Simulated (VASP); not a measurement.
# AlPt (Pm-3m) in VASP: single point with PBEsol

Aim: the single point of AlPt with PBEsol.

All numbers are computed with VASP 6.6.1; they aren't measurements. Logs are shortened: lines on timing, memory, paths and dates and some standing lists are left out, and cuts for length are marked.

### 1 The cell of the first run

It takes space group Pm-3m (No. 221, cubic). Conventional cell: a = 3.092 Å, b = 3.092 Å, c = 3.092 Å, α = 90.00°, β = 90.00°, γ = 90.00°. Within 3.5 Å of Al (site symmetry m-3m) lie 8 Pt at 2.68 Å and 6 Al at 3.09 Å. Within 3.5 Å of Pt (site symmetry m-3m) lie 8 Al at 2.68 Å and 6 Pt at 3.09 Å.

### 2 Single point, PBEsol

INCAR reads:

```
SYSTEM = AlPt
PREC = Accurate ; ENCUT = 520
EDIFF = 1E-7 ; ISMEAR = 0
SIGMA = 0.15 ; LREAL = .FALSE.
LASPH = .TRUE. ; NELM = 60
ALGO = Normal ; ISIF = 2
LWAVE = .FALSE. ; LCHARG = .TRUE.
GGA = PS ; LELF = .TRUE.
LVHAR = .TRUE. ; NBANDS = 14
```

KPOINTS reads:

```
Automatic mesh
0
G
  16 16 16
  0 0 0
```

POSCAR reads:

```
AlPt
1.0
    3.0915460000      0.0000000000      0.0000000000
    0.0000000000      3.0915460000      0.0000000000
    0.0000000000      0.0000000000      3.0915460000
Al Pt
1 1
Direct
    0.0000000000      0.0000000000      0.0000000000
    0.5000000000      0.5000000000      0.5000000000
```

Potentials or basis: VASP PAW PBE potentials, release 64 (Al, Pt).

On the command line:

```bash
> cat potpaw_PBE.64/Al/POTCAR potpaw_PBE.64/Pt/POTCAR > POTCAR
> mpirun -np 1 vasp_std > vasp.out
```

OUTCAR:

```text
SYSTEM = AlPt
   PREC = Accurate
   ENCUT = 520
   EDIFF = 1E-7
   ISMEAR = 0
   LREAL = .FALSE.
   LASPH = .TRUE.
   NELM = 60
   ISIF = 2
   GGA = PS

 ion  position               nearest neighbor table
   1  0.000  0.000  0.000-   2 2.68   2 2.68   2 2.68   2 2.68   2 2.68   2 2.68   2 2.68   2 2.68

   2  0.500  0.500  0.500-   1 2.68   1 2.68   1 2.68   1 2.68   1 2.68   1 2.68   1 2.68   1 2.68

  LATTYP: Found a simple cubic cell.
 ALAT       =     3.0915460000

  Lattice vectors:

 A1 = (   3.0915460000,   0.0000000000,   0.0000000000)
 A2 = (   0.0000000000,   3.0915460000,   0.0000000000)
 A3 = (   0.0000000000,   0.0000000000,   3.0915460000)

Analysis of symmetry for initial positions (statically):
=====================================================================
 Subroutine PRICEL returns:
 Original cell was already a primitive cell.

 Routine SETGRP: Setting up the symmetry group for a
 simple cubic supercell.

 Subroutine GETGRP returns: Found 48 space group operations
 (whereof 48 operations were pure point group operations)
 out of a pool of 48 trial point group operations.

The static configuration has the point symmetry O_h .

Analysis of symmetry for dynamics (positions and initial velocities):
=====================================================================
 Subroutine PRICEL returns:
 Original cell was already a primitive cell.

 Routine SETGRP: Setting up the symmetry group for a
 simple cubic supercell.

 Subroutine GETGRP returns: Found 48 space group operations
 (whereof 48 operations were pure point group operations)
 out of a pool of 48 trial point group operations.

The dynamic configuration has the point symmetry O_h .

 Subroutine INISYM returns: Found 48 space group operations
 (whereof 48 operations are pure point group operations),
 and found     1 'primitive' translations

----------------------------------------------------------------------------------------

                                     Primitive cell

  volume of cell :      29.5479

  direct lattice vectors                    reciprocal lattice vectors
     3.091546000  0.000000000  0.000000000     0.323462759  0.000000000  0.000000000
     0.000000000  3.091546000  0.000000000     0.000000000  0.323462759  0.000000000
     0.000000000  0.000000000  3.091546000     0.000000000  0.000000000  0.323462759

  length of vectors
     3.091546000  3.091546000  3.091546000     0.323462759  0.323462759  0.323462759

  position of ions in fractional coordinates (direct lattice)
     0.000000000  0.000000000  0.000000000
     0.500000000  0.500000000  0.500000000

  ion indices of the primitive-cell ions
   primitive index   ion index
                 1           1
                 2           2

----------------------------------------------------------------------------------------

 KPOINTS: Automatic mesh

Automatic generation of k-mesh.
 Grid dimensions read from file:
 generate k-points for:   16   16   16

 Generating k-lattice:

  Cartesian coordinates                     Fractional coordinates (reciprocal lattice)
     0.020216422  0.000000000  0.000000000     0.062500000  0.000000000  0.000000000
     0.000000000  0.020216422  0.000000000     0.000000000  0.062500000  0.000000000
     0.000000000  0.000000000  0.020216422     0.000000000  0.000000000  0.062500000

  Length of vectors
     0.020216422  0.020216422  0.020216422

  Shift w.r.t. Gamma in fractional coordinates (k-lattice)
     0.000000000  0.000000000  0.000000000

 Subroutine IBZKPT returns following result:
 ===========================================

 Found    165 irreducible k-points:

 Following reciprocal coordinates:
            Coordinates               Weight
  0.000000  0.000000  0.000000      1.000000
  0.062500  0.000000  0.000000      6.000000
  0.125000  0.000000  0.000000      6.000000
  0.187500  0.000000  0.000000      6.000000
  0.250000  0.000000  0.000000      6.000000
  0.312500  0.000000  0.000000      6.000000
[... 16 lines left out ...]
  0.437500  0.125000  0.000000     24.000000
  0.500000  0.125000  0.000000     12.000000
 [... further k-points ...]
   k-points           NKPTS =    165   k-points in BZ     NKDIM =    165   number of bands    NBANDS=     14
   number of dos      NEDOS =    301   number of ions     NIONS =      2
   total plane-waves  NPLWV =  13824
   dimension x,y,z NGX =    24 NGY =   24 NGZ =   24
   dimension x,y,z NGXF=    48 NGYF=   48 NGZF=   48
   ions per type =               1   1
   NGX,Y,Z   is equivalent  to a cutoff of  12.91, 12.91, 12.91 a.u.
   NGXF,Y,Z  is equivalent  to a cutoff of  25.81, 25.81, 25.81 a.u.
 SYSTEM =  AlPt
   PREC   = accura    normal or accurate (medium, high low for compatibility)
   ISTART =      0    job   : 0-new  1-cont  2-samecut
   ICHARG =      2    charge: 1-file 2-atom 10-const
   ISPIN  =      1    spin polarized calculation?
   LNONCOLLINEAR =      F non collinear calculations
   LSORBIT =      F    spin-orbit coupling
   LASPH  =      T    aspherical Exc in radial PAW
   ENCUT  =  520.0 eV  38.22 Ry    6.18 a.u.   5.75  5.75  5.75*2*pi/ulx,y,z
   NELM   =     60;   NELMIN=  2; NELMDL= -5     # of ELM steps
   EDIFF  = 0.1E-06   stopping-criterion for ELM
   LREAL  =      F    real-space projection
   EDIFFG = 0.1E-05   stopping-criterion for IOM
   NSW    =      0    number of steps for IOM
   IBRION =     -1    ionic relax: 0-MD 1-quasi-New 2-CG
   NFREE  =      0    steps in history (QN), initial steepest desc. (CG)
   ISIF   =      2    stress and relaxation
   ISYM   =      2    0-nonsym 1-usesym 2-fastsym
   POTIM  = 0.5000    time-step for ionic-motion
   TEBEG  =    0.0;   TEEND  =   0.0 temperature during run
   PSTRESS=    0.0 pullay stress
   NELECT =      13.0000    total number of electrons
   NUPDOWN=      -1.0000    fix difference up-down
   EMIN   =  10.00;   EMAX   =-10.00  energy-range for DOS
   EFERMI =   0.00;   METHOD = LEGACY
   ISMEAR =     0;   SIGMA  =   0.15  broadening in eV -4-tet -1-fermi 0-gaus
   EFERMI_NEDOS =   21; number of points for ismear=-14 and -15
   IALGO  =     38    algorithm
   IMIX   =      4    mixing-type and parameters
     AMIX     =   0.40;   BMIX     =  1.00
     AMIX_MAG =   1.60;   BMIX_MAG =  1.00
  volume/ion in A,a.u.               =      14.77        99.70
  Fermi-wavevector in a.u.,A,eV,Ry     =   1.245127  2.352948 21.093665  1.550341
  Thomas-Fermi vector in A             =   2.379363
   LORBIT       =      0    0 simple, 1 ext, 2 COOP (PROOUT), +10 PAW based schemes
   GGA     = PS    functional components
   LHFCALC =     F    Hartree Fock is set to
   AEXX    =    0.0000 exact exchange contribution
   IVDW    =     0    specifies the selected vdW correction
   LEPSILON=     F    determine dielectric tensor
   LRPA    =     F    only Hartree local field effects (RPA)
 non-spin polarized calculation
 Gauss-broadening in eV      SIGMA  =   0.15
  energy-cutoff  :      520.00
  volume of cell :       29.55
 maximum number of plane-waves:       840
 NGX is ok and might be reduce to    24
   NGX = 11   NGY = 11   NGZ = 11

 number of electron      12.9999997 magnetization

 Free energy of the ion-electron system (eV)
  ---------------------------------------------------
  ext. energy  EPLUGINS =         0.00000000
  ---------------------------------------------------
  free energy    TOTEN  =       -12.92330256 eV

  energy without entropy =      -12.91676078  energy(sigma->0) =      -12.92003167

 E-fermi :  10.6246     XC(G=0): -12.1981

 val. band max:       10.6024312370   @ k =   0.3750   0.3750   0.1250
 cond. band min:      10.6590627576   @ k =   0.3125   0.1250   0.0625
 fundamental gap:      0.0566315206
 Fermi energy:        10.6245796851

 k-point     1 :       0.0000    0.0000    0.0000
  band No.  band energies     occupation
      1      -0.9258      2.00000
      2       5.0519      2.00000
      3       5.0519      2.00000
      4       8.0132      2.00000
      5       8.0132      2.00000
      6       8.0132      2.00000
      7      14.4871      0.00000
      8      14.4871      0.00000
      9      14.4871      0.00000
     10      19.6789      0.00000
     11      19.6789      0.00000
     12      20.1939      0.00000
     13      28.3667      0.00000
     14      28.3667      0.00000

 k-point     2 :       0.0625    0.0000    0.0000
  band No.  band energies     occupation
      1      -0.8542      2.00000
      2       5.0721      2.00000
      3       5.0783      2.00000
      4       7.9418      2.00000
      5       7.9418      2.00000
      6       8.0204      2.00000
      7      14.0358      0.00000
      8      14.6187      0.00000
      9      14.6187      0.00000
     10      19.5413      0.00000
     11      19.8635      0.00000
     12      20.6054      0.00000
     13      27.9874      0.00000
     14      27.9874      0.00000

 k-point     3 :       0.1250    0.0000    0.0000
  band No.  band energies     occupation
      1      -0.6416      2.00000
      2       5.1302      2.00000
      3       5.1445      2.00000
      4       7.7498      2.00000
      5       7.7498      2.00000
      6       8.0410      2.00000
      7      13.0446      0.00000
      8      14.9911      0.00000
      9      14.9911      0.00000
     10      19.1678      0.00000
     11      20.0090      0.00000
     12      21.8869      0.00000
     13      27.0223      0.00000
     14      27.0223      0.00000

 k-point     4 :       0.1875    0.0000    0.0000
  band No.  band energies     occupation
      1      -0.2942      2.00000
      2       5.2089      2.00000
      3       5.2195      2.00000
      4       7.4883      2.00000
      5       7.4883      2.00000
      6       8.0721      2.00000
      7      11.9567      0.00000
      8      15.5529      0.00000
      9      15.5529      0.00000
     10      18.6500      0.00000
     11      20.1533      0.00000
     12      23.5520      0.00000
     13      25.8409      0.00000
     14      25.8409      0.00000

 k-point     5 :       0.2500    0.0000    0.0000
  band No.  band energies     occupation
      1       0.1770      2.00000
      2       5.1954      2.00000
      3       5.3289      2.00000
      4       7.2106      2.00000
      5       7.2106      2.00000
      6       8.1091      2.00000
      7      10.9983      0.00043
      8      16.2506      0.00000
      9      16.2506      0.00000
     10      18.0872      0.00000
     11      20.3357      0.00000
[... 276 lines left out ...]
 k-point    22 :       0.3750    0.1250    0.0000
  band No.  band energies     occupation
      1       1.6623      2.00000
      2       4.5792      2.00000
      3       5.6753      2.00000
      4       6.7324      2.00000
      5       6.8064      2.00000
      6       7.9551      2.00000
      7      10.0563      2.00000
      8      15.7948      0.00000
      9      17.6507      0.00000
     10      18.3218      0.00000
     11      20.9289      0.00000
     12      22.2302      0.00000
     13      22.5590      0.00000
     14      25.4664      0.00000

 k-point    23 :       0.4375    0.1250    0.0000
  band No.  band energies     occupation
      1       2.3487      2.00000
      2       3.9821      2.00000
      3       5.7529      2.00000
      4       6.6833      2.00000
      5       6.6979      2.00000
      6       7.9796      2.00000
      7       9.7976      2.00000
      8      16.3454      0.00000
      9      17.4081      0.00000
     10      19.1883      0.00000
     11      20.0550      0.00000
     12      21.2266      0.00000
     13      22.9783      0.00000
     14      24.7124      0.00000

 k-point    24 :       0.5000    0.1250    0.0000
  band No.  band energies     occupation
      1       2.8248      2.00000
      2       3.5304      2.00000
      3       5.7822      2.00000
      4       6.6412      2.00000
      5       6.6820      2.00000
      6       7.9883      2.00000
      7       9.7252      2.00000
      8      16.5935      0.00000
      9      17.3269      0.00000
     10      19.6888      0.00000
     11      19.8468      0.00000
     12      20.5237      0.00000
     13      23.2324      0.00000
     14      24.3387      0.00000

 [... further k-points ...]

------------------------ aborting loop because EDIFF is reached ----------------------------------------

  FORCE on cell =-STRESS in cart. coord.  units (eV):
  Direction    XX          YY          ZZ          XY          YZ          ZX
  --------------------------------------------------------------------------------------
  -------------------------------------------------------------------------------------
  Total       -1.0652254     -1.0652254     -1.0652254      0.0000000      0.0000000     -0.0000000
  in kB      -57.7597013    -57.7597013    -57.7597013      0.0000000      0.0000000     -0.0000000
  external PRESSURE =     -57.7597013 kB  Pullay stress =       0.0000000 kB

 VOLUME and BASIS-vectors are now :
 -----------------------------------------------------------------------------
  energy-cutoff  :      520.00
  volume of cell :       29.55
      direct lattice vectors                 reciprocal lattice vectors
     3.091546000  0.000000000  0.000000000     0.323462759  0.000000000  0.000000000
     0.000000000  3.091546000  0.000000000     0.000000000  0.323462759  0.000000000
     0.000000000  0.000000000  3.091546000     0.000000000  0.000000000  0.323462759

 POSITION                                       TOTAL-FORCE (eV/Angst)
 -----------------------------------------------------------------------------------
      0.00000      0.00000      0.00000         0.000000      0.000000      0.000000
      1.54577      1.54577      1.54577         0.000000      0.000000      0.000000
 -----------------------------------------------------------------------------------
    total drift:                                0.000000     -0.000000     -0.000000

  FREE ENERGIE OF THE ION-ELECTRON SYSTEM (eV)
  ---------------------------------------------------
  free  energy   TOTEN  =       -12.9233025640 eV

  energy  without entropy=      -12.9167607837  energy(sigma->0) =      -12.92003167
```

Wall time 33 s (1 thread of Intel Xeon Platinum 8175M at 2.50GHz (Skylake/Cascade Lake), shared host); peak memory 0.19 GiB.

What came out:

```yaml
Free_energy: -12.9233 eV
Pressure: -5.8 GPa
```

Caveat: the PAW data sets were made with another functional, which shifts forces and pressure a little; spin-orbit coupling is left out, which moves the levels of the heavy elements.
